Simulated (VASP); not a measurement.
# Nb (P6/mmm) in VASP: notebook

Nb is run at these levels: r2SCAN; tasks: single point.

Everything below comes from runs of VASP 6.6.1. Logs are shortened: lines on timing, memory, paths and dates and some standing lists are left out, and cuts for length are marked.

## Step 1: The cell of the first run

Symmetry: P6/mmm, No. 191, hexagonal system. Conventional cell: a = 4.878 Å, b = 4.878 Å, c = 2.676 Å, α = 90.00°, β = 90.00°, γ = 120.00°. Within 3.5 Å of Nb (site symmetry 6/mmm) lie 14 Nb at 2.68 to 3.12 Å. Nb (site symmetry -6m2) has 11 Nb at 2.68 to 3.12 Å within 3.5 Å.

This isn't the form of Nb at room conditions, which is bcc.

## Step 2: Single point, r2SCAN

POSCAR

```
Nb
1.0
    4.8781457841      0.0000000000      0.0000000000
   -2.4390728921      4.2245981724      0.0000000000
    0.0000000000      0.0000000000      2.6755988071
Nb
3
Direct
    1.0000000000      0.0000000000      1.0000000000
    0.3333333333      0.6666666667      0.5000000000
    0.6666666667      0.3333333333      0.5000000000
```

INCAR.step1

```
SYSTEM = Nb
PREC = Accurate
ENCUT = 520
ISMEAR = -1
SIGMA = 0.1
LREAL = .FALSE.
LASPH = .TRUE.
NELM = 60
NBANDS = 26
GGA = PE
ALGO = Normal
EDIFF = 1E-4
LWAVE = .TRUE.
LCHARG = .FALSE.
```

INCAR.step2

```
SYSTEM = Nb
PREC = Accurate
ENCUT = 520
EDIFF = 1E-6
ISMEAR = -1
SIGMA = 0.1
LREAL = .FALSE.
LASPH = .TRUE.
NELM = 60
ALGO = Normal
ISIF = 2
LWAVE = .FALSE.
LCHARG = .TRUE.
METAGGA = R2SCAN
LMIXTAU = .TRUE.
LELF = .TRUE.
LVHAR = .TRUE.
NBANDS = 26
ISTART = 1
```

KPOINTS

```
regular mesh
0
G
  8 8 11
  0 0 0
```

Potentials or basis: VASP PAW PBE potentials, release 64 (Nb_sv).

Run with:

```
$ cat potpaw_PBE.64/Nb_sv/POTCAR > POTCAR
$ cp INCAR.step1 INCAR
$ mpirun -np 1 vasp_std > vasp.out
$ cp INCAR.step2 INCAR
$ mpirun -np 1 vasp_std > vasp.out
```

OUTCAR:

```text
SYSTEM = Nb
   PREC = Accurate
   ENCUT = 520
   EDIFF = 1E-6
   ISMEAR = -1
   LREAL = .FALSE.
   LASPH = .TRUE.
   NELM = 60
   ISIF = 2
   METAGGA = R2SCAN
   ISTART = 1

 ion  position               nearest neighbor table
   1  0.000  0.000  0.000-
   2  0.333  0.667  0.500-   3 2.82   3 2.82   3 2.82
   3  0.667  0.333  0.500-   2 2.82   2 2.82   2 2.82

  LATTYP: Found a hexagonal cell.
 ALAT       =     4.8781457841
 C/A-ratio  =     0.5484868484

  Lattice vectors:

 A1 = (   4.8781457841,   0.0000000000,   0.0000000000)
 A2 = (  -2.4390728921,   4.2245981724,   0.0000000000)
 A3 = (   0.0000000000,   0.0000000000,   2.6755988071)

Analysis of symmetry for initial positions (statically):
=====================================================================
 Subroutine PRICEL returns:
 Original cell was already a primitive cell.

 Routine SETGRP: Setting up the symmetry group for a
 hexagonal supercell.

 Subroutine GETGRP returns: Found 24 space group operations
 (whereof 24 operations were pure point group operations)
 out of a pool of 24 trial point group operations.

The static configuration has the point symmetry D_6h.

Analysis of symmetry for dynamics (positions and initial velocities):
=====================================================================
 Subroutine PRICEL returns:
 Original cell was already a primitive cell.

 Routine SETGRP: Setting up the symmetry group for a
 hexagonal supercell.

 Subroutine GETGRP returns: Found 24 space group operations
 (whereof 24 operations were pure point group operations)
 out of a pool of 24 trial point group operations.

The dynamic configuration has the point symmetry D_6h.

 Subroutine INISYM returns: Found 24 space group operations
 (whereof 24 operations are pure point group operations),
 and found     1 'primitive' translations

----------------------------------------------------------------------------------------

                                     Primitive cell

  volume of cell :      55.1393

  direct lattice vectors                    reciprocal lattice vectors
     4.878145784  0.000000000  0.000000000     0.204995924  0.118354452  0.000000000
    -2.439072892  4.224598172  0.000000000     0.000000000  0.236708903  0.000000000
     0.000000000  0.000000000  2.675598807     0.000000000  0.000000000  0.373748111

  length of vectors
     4.878145784  4.878145784  2.675598807     0.236708903  0.236708903  0.373748111

  position of ions in fractional coordinates (direct lattice)
     0.000000000  0.000000000  0.000000000
     0.333333333  0.666666667  0.500000000
     0.666666667  0.333333333  0.500000000

  ion indices of the primitive-cell ions
   primitive index   ion index
                 1           1
                 2           2
                 3           3

----------------------------------------------------------------------------------------

 KPOINTS: regular mesh

Automatic generation of k-mesh.
 Grid dimensions read from file:
 generate k-points for:    8    8   11

 Generating k-lattice:

  Cartesian coordinates                     Fractional coordinates (reciprocal lattice)
     0.025624490  0.014794306  0.000000000     0.125000000  0.000000000  0.000000000
     0.000000000  0.029588613  0.000000000     0.000000000  0.125000000  0.000000000
     0.000000000  0.000000000  0.033977101     0.000000000  0.000000000  0.090909091

  Length of vectors
     0.029588613  0.029588613  0.033977101

  Shift w.r.t. Gamma in fractional coordinates (k-lattice)
     0.000000000  0.000000000  0.000000000

 Subroutine IBZKPT returns following result:
 ===========================================

 Found     60 irreducible k-points:

 Following reciprocal coordinates:
            Coordinates               Weight
  0.000000  0.000000  0.000000      1.000000
  0.125000  0.000000  0.000000      6.000000
  0.250000  0.000000  0.000000      6.000000
  0.375000  0.000000  0.000000      6.000000
  0.500000  0.000000  0.000000      3.000000
  0.125000  0.125000  0.000000      6.000000
[... 16 lines left out ...]
  0.250000  0.000000  0.181818     12.000000
  0.375000  0.000000  0.181818     12.000000
 [... further k-points ...]
   k-points           NKPTS =     60   k-points in BZ     NKDIM =     60   number of bands    NBANDS=     26
   number of dos      NEDOS =    301   number of ions     NIONS =      3
   total plane-waves  NPLWV =  25920
   dimension x,y,z NGX =    36 NGY =   36 NGZ =   20
   dimension x,y,z NGXF=    72 NGYF=   72 NGZF=   40
   ions per type =               3
   NGX,Y,Z   is equivalent  to a cutoff of  12.27, 12.27, 12.43 a.u.
   NGXF,Y,Z  is equivalent  to a cutoff of  24.54, 24.54, 24.85 a.u.
 SYSTEM =  Nb
   PREC   = accura    normal or accurate (medium, high low for compatibility)
   ISTART =      1    job   : 0-new  1-cont  2-samecut
   ICHARG =      0    charge: 1-file 2-atom 10-const
   ISPIN  =      1    spin polarized calculation?
   LNONCOLLINEAR =      F non collinear calculations
   LSORBIT =      F    spin-orbit coupling
   LASPH  =      T    aspherical Exc in radial PAW
   ENCUT  =  520.0 eV  38.22 Ry    6.18 a.u.   9.07  9.07  4.97*2*pi/ulx,y,z
   NELM   =     60;   NELMIN=  2; NELMDL=  0     # of ELM steps
   EDIFF  = 0.1E-05   stopping-criterion for ELM
   LREAL  =      F    real-space projection
   EDIFFG = 0.1E-04   stopping-criterion for IOM
   NSW    =      0    number of steps for IOM
   IBRION =     -1    ionic relax: 0-MD 1-quasi-New 2-CG
   NFREE  =      0    steps in history (QN), initial steepest desc. (CG)
   ISIF   =      2    stress and relaxation
   ISYM   =      2    0-nonsym 1-usesym 2-fastsym
   POTIM  = 0.5000    time-step for ionic-motion
   TEBEG  =    0.0;   TEEND  =   0.0 temperature during run
   PSTRESS=    0.0 pullay stress
   NELECT =      39.0000    total number of electrons
   NUPDOWN=      -1.0000    fix difference up-down
   EMIN   =  10.00;   EMAX   =-10.00  energy-range for DOS
   EFERMI =   0.00;   METHOD = LEGACY
   ISMEAR =    -1;   SIGMA  =   0.10  broadening in eV -4-tet -1-fermi 0-gaus
   EFERMI_NEDOS =   21; number of points for ismear=-14 and -15
   IALGO  =     38    algorithm
   IMIX   =      4    mixing-type and parameters
     AMIX     =   0.40;   BMIX     =  1.00
     AMIX_MAG =   1.60;   BMIX_MAG =  1.00
  volume/ion in A,a.u.               =      18.38       124.03
  Fermi-wavevector in a.u.,A,eV,Ry     =   1.458622  2.756395 28.947442  2.127577
  Thomas-Fermi vector in A             =   2.575285
   LORBIT       =      0    0 simple, 1 ext, 2 COOP (PROOUT), +10 PAW based schemes
   METAGGA = R2SCAN    functional components
   LHFCALC =     F    Hartree Fock is set to
   AEXX    =    0.0000 exact exchange contribution
   IVDW    =     0    specifies the selected vdW correction
   LEPSILON=     F    determine dielectric tensor
   LRPA    =     F    only Hartree local field effects (RPA)
 non-spin polarized calculation
  energy-cutoff  :      520.00
  volume of cell :       55.14
 maximum number of plane-waves:      1498
   NGX = 19   NGY = 19   NGZ =  9

 number of electron      39.0000006 magnetization

 Free energy of the ion-electron system (eV)
  ---------------------------------------------------
  ext. energy  EPLUGINS =         0.00000000
  ---------------------------------------------------
  free energy    TOTEN  =       -73.99138372 eV

  energy without entropy =      -73.88968421  energy(sigma->0) =      -73.94053397

 E-fermi :  11.1082     XC(G=0): -13.4804

 val. band max:       11.1006261881   @ k =   0.2500   0.0000   0.3636
 cond. band min:      11.1093752712   @ k =   0.0000   0.0000   0.4545
 fundamental gap:      0.0087490831
 Fermi energy:        11.1081686232

 k-point     1 :       0.0000    0.0000    0.0000
  band No.  band energies     occupation
      1     -45.3841      2.00000
      2     -45.1666      2.00000
      3     -45.1335      2.00000
      4     -21.0170      2.00000
      5     -21.0170      2.00000
      6     -20.7857      2.00000
[... 18 lines left out ...]
     25      14.3276      0.00000
     26      14.3276      0.00000

 k-point     2 :       0.1250    0.0000    0.0000
  band No.  band energies     occupation
      1     -45.3740      2.00000
      2     -45.1701      2.00000
      3     -45.1404      2.00000
      4     -21.0880      2.00000
      5     -21.0562      2.00000
      6     -20.7004      2.00000
[... 18 lines left out ...]
     25      14.7813      0.00000
     26      14.8365      0.00000

 k-point     3 :       0.2500    0.0000    0.0000
  band No.  band energies     occupation
      1     -45.3456      2.00000
      2     -45.1815      2.00000
      3     -45.1584      2.00000
      4     -21.1904      2.00000
      5     -21.0596      2.00000
      6     -20.5562      2.00000
[... 18 lines left out ...]
     25      15.2772      0.00000
     26      15.4392      0.00000

 k-point     4 :       0.3750    0.0000    0.0000
  band No.  band energies     occupation
      1     -45.3048      2.00000
      2     -45.2085      2.00000
      3     -45.1731      2.00000
      4     -21.2619      2.00000
      5     -20.9701      2.00000
      6     -20.5268      2.00000
[... 18 lines left out ...]
     25      15.1866      0.00000
     26      15.7835      0.00000
[... 496 lines left out ...]
      1     -45.2964      2.00000
      2     -45.1131      2.00000
      3     -45.0752      2.00000
      4     -21.0020      2.00000
      5     -20.9726      2.00000
      6     -20.6154      2.00000
[... 18 lines left out ...]
     25      14.3348      0.00000
     26      14.4181      0.00000

 k-point    23 :       0.2500    0.0000    0.1818
  band No.  band energies     occupation
      1     -45.2703      2.00000
      2     -45.1217      2.00000
      3     -45.0935      2.00000
      4     -21.0882      2.00000
      5     -20.9737      2.00000
      6     -20.4967      2.00000
[... 18 lines left out ...]
     25      14.6109      0.00000
     26      14.8422      0.00000

 k-point    24 :       0.3750    0.0000    0.1818
  band No.  band energies     occupation
      1     -45.2331      2.00000
      2     -45.1427      2.00000
      3     -45.1105      2.00000
      4     -21.1507      2.00000
      5     -20.9042      2.00000
      6     -20.5329      2.00000
[... 18 lines left out ...]
     25      14.0847      0.00000
     26      14.9051      0.00000

 [... further k-points ...]

------------------------ aborting loop because EDIFF is reached ----------------------------------------

  FORCE on cell =-STRESS in cart. coord.  units (eV):
  Direction    XX          YY          ZZ          XY          YZ          ZX
  --------------------------------------------------------------------------------------
  -------------------------------------------------------------------------------------
  Total       -0.0606324     -0.0606324     -0.0627373      0.0000000      0.0000000     -0.0000000
  in kB       -1.7617910     -1.7617910     -1.8229509      0.0000000      0.0000000     -0.0000000
  external PRESSURE =      -1.7821776 kB  Pullay stress =       0.0000000 kB

 VOLUME and BASIS-vectors are now :
 -----------------------------------------------------------------------------
  energy-cutoff  :      520.00
  volume of cell :       55.14
      direct lattice vectors                 reciprocal lattice vectors
     4.878145784  0.000000000  0.000000000     0.204995924  0.118354452  0.000000000
    -2.439072892  4.224598172  0.000000000     0.000000000  0.236708903  0.000000000
     0.000000000  0.000000000  2.675598807     0.000000000  0.000000000  0.373748111

 POSITION                                       TOTAL-FORCE (eV/Angst)
 -----------------------------------------------------------------------------------
      0.00000      0.00000      0.00000         0.000000      0.000000     -0.000000
     -0.00000      2.81640      1.33780         0.000000      0.000000      0.000000
      2.43907      1.40820      1.33780        -0.000000     -0.000000     -0.000000
 -----------------------------------------------------------------------------------
    total drift:                                0.000000      0.000000     -0.000000

  FREE ENERGIE OF THE ION-ELECTRON SYSTEM (eV)
  ---------------------------------------------------
  free  energy   TOTEN  =       -73.9913837201 eV

  energy  without entropy=      -73.8896842135  energy(sigma->0) =      -73.94053397
```

It took 1.9 min on 1 thread of Intel Xeon 6975P-C (Granite Rapids), shared host; peak memory 0.2 GiB.

Results:

| Quantity | Value |
| --- | --- |
| Free energy | -73.9914 eV |
| Pressure | -0.2 GPa |
| Band gap on the k mesh | zero (an odd number of electrons rules out a gap without spin polarisation) |

Caveat: the PAW data sets were made with another functional, which shifts forces and pressure a little.

[end of part 1 of 3]
